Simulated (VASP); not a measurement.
Here is a VASP 6.6.1 calculation.

INCAR

```
SYSTEM = NaI
PREC = Accurate
ENCUT = 520
EDIFF = 1E-7
ISMEAR = 0
SIGMA = 0.01
LREAL = .FALSE.
LASPH = .TRUE.
NELM = 150
ALGO = Normal
ISIF = 2
LWAVE = .FALSE.
LCHARG = .FALSE.
MAGMOM = 0 0 0 0 0 0
LORBIT = 11
LSORBIT = .TRUE.
GGA_COMPAT = .FALSE.
LORBMOM = .TRUE.
NBANDS = 26
```

Contents of KPOINTS:

```
Automatic mesh
0
G
  6 6 6
  0 0 0
```

Contents of POSCAR:

```
NaI
1.0
    0.0000000000      3.1310871851      3.1310871851
    3.1310871851      0.0000000000      3.1310871851
    3.1310871851      3.1310871851      0.0000000000
Na I
1 1
Direct
    0.0015968894      0.0015968894      0.0015968894
    0.5000000000      0.5000000000      0.5000000000
```

Potentials or basis: VASP PAW LDA potentials, release 64 (Na_pv, I).

Command:

```bash
$ cat potpaw_LDA.64/Na_pv/POTCAR potpaw_LDA.64/I/POTCAR > POTCAR
$ mpirun -np 1 vasp_ncl > vasp.out
```

Q: Estimate the pressure.

A: 0.1 GPa.

Q: What does it give for the largest force?

A: 0.021 eV/Å.

Forces on the atoms (eV/Å):
```
Na  -0.012 -0.012 -0.012
I    0.012  0.012  0.012
```

Caveat: the cell differs from its parent crystal (0.01, 0.01] A).
